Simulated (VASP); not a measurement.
Ir3F, 4 atoms in the cell. The cell holds a slab with vacuum, 4 atoms: a = 2.737 Å, b = 2.737 Å, c = 19.843 Å, α = 90.00°, β = 90.00°, γ = 120.00°. 

```yaml
Program: VASP 6.6.1
Task: relaxation of the atoms
Functional: PBE
Potentials_or_basis: VASP PAW PBE potentials, release 64 (Ir, F)
Cutoff: 520 eV
k_mesh: 12 × 12 × 1
Occupations: gaussian, width 0.1 eV
Spin: no spin polarisation
Dipole_correction: yes
Atoms_held_fixed_from_0: "[0, 1, 2]"
Further_INCAR_settings: ALGO = Normal; EDIFF = 1e-06; IBRION = 2; EDIFFG = -0.025; NSW = 36
Atoms_held_along_some_axes_from_0: atom 3 along a and b
```

Potentials or basis: VASP PAW PBE potentials, release 64 (Ir, F).

Launch:

```sh
$ cat potpaw_PBE.64/Ir/POTCAR potpaw_PBE.64/F/POTCAR > POTCAR
$ mpirun -np 1 vasp_std > vasp.out
```

Hardware: 1 thread of Intel(R) Xeon(R) Platinum 8259CL CPU @ 2.50GHz (Skylake/Cascade Lake), on a shared host.

Task: How long does it take, and how much memory?

Result: Wall time 5.6 min on 1 thread of Intel(R) Xeon(R) Platinum 8259CL CPU @ 2.50GHz (Skylake/Cascade Lake), on a shared host, peak memory 0.26 GiB. Counts: scf iterations 101, k points 19, ion steps 4.
